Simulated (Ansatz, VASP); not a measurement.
Two plane-wave programs on Al3Cu2

The input INCAR:

```
SYSTEM = Al3Cu2
  PREC = Accurate
  ENCUT = 520
  EDIFF = 1E-6
  ISMEAR = -1
  SIGMA = 0.3
  LREAL = .FALSE.
  LASPH = .TRUE.
  NELM = 80
  ALGO = Fast
  ISIF = 2
  LWAVE = .FALSE.
  LCHARG = .FALSE.
  GGA = PS
  NBANDS = 24
```

KPOINTS

```
Automatic mesh
0
G
  12 12 8
  0 0 0
```

POSCAR

```
Al3Cu2
1.0
    4.0919516368      0.0000000000      0.0000000000
   -2.0459758184      3.5437340685      0.0000000000
    0.0000000000      0.0000000000      4.9927787000
Al Cu
3 2
Direct
    0.0000000000      0.0000000000      0.0000000000
    0.3333333333      0.6666666667      0.3499253500
    0.6666666667      0.3333333333      0.6500746500
    0.3333333333      0.6666666667      0.8395121300
    0.6666666667      0.3333333333      0.1604878700
```

Input for Ansatz:

```yaml
crystal:
  lattice:
    - [4.0919516368, 0.0, 0.0]
    - [-2.0459758184, 3.5437340685, 0.0]
    - [0.0, 0.0, 4.9927787]
  atoms:
    - { symbol: Al, position: [0.0, 0.0, 0.0] }
    - { symbol: Al, position: [0.3333333333, 0.6666666667, 0.34992535] }
    - { symbol: Al, position: [0.6666666667, 0.3333333333, 0.65007465] }
    - { symbol: Cu, position: [0.3333333333, 0.6666666667, 0.83951213] }
    - { symbol: Cu, position: [0.6666666667, 0.3333333333, 0.16048787] }
basis:
  ecutwfc: 420
kpoints:
  mp_grid: { grid: [12, 12, 8] }
hamiltonian:
  xc: pbesol
scf:
  occupations: { method: fermi_dirac, width: 0.3 }
output:
  forces: true
  stress: true
  eigenvalues: true
```

Alike in both runs: task single point; functional PBEsol; k mesh 12 × 12 × 8; occupations fermi-dirac, width 0.3 eV; no spin polarisation.

|  | VASP | Ansatz |
| --- | --- | --- |
| version | VASP 6.6.1 | Ansatz 0.2.0 |
| potentials or method | VASP PAW PBE potentials, release 64 (Al, Cu), cutoff 520 eV | scalar-relativistic, plane waves, PAW |
| valence electrons in the cell | 31 | 47 |

```tsv
	VASP	Ansatz	Ansatz less VASP
gap on the k mesh at the Fermi level (eV)	none	none	-
pressure (GPa)	1.5	0.9	-0.62
traceless stress, the component that is largest in VASP (GPa)	-0.07	-0.09	-0.022
rms of the force components (eV/Å)	0.041	0.041	+0.0001
```

VASP's potentials were made for PBE, not for PBEsol. Atom by atom the forces differ by 0.002 eV/Å (rms over components). A gap of «none» marks a metal or a gap that the smearing closes. With one functional, cell and mesh, what is left measures potentials, basis and numerics. VASP's potentials hold 31 valence electrons a cell and Ansatz's 47, so a difference there can come from the potentials and not from the codes.
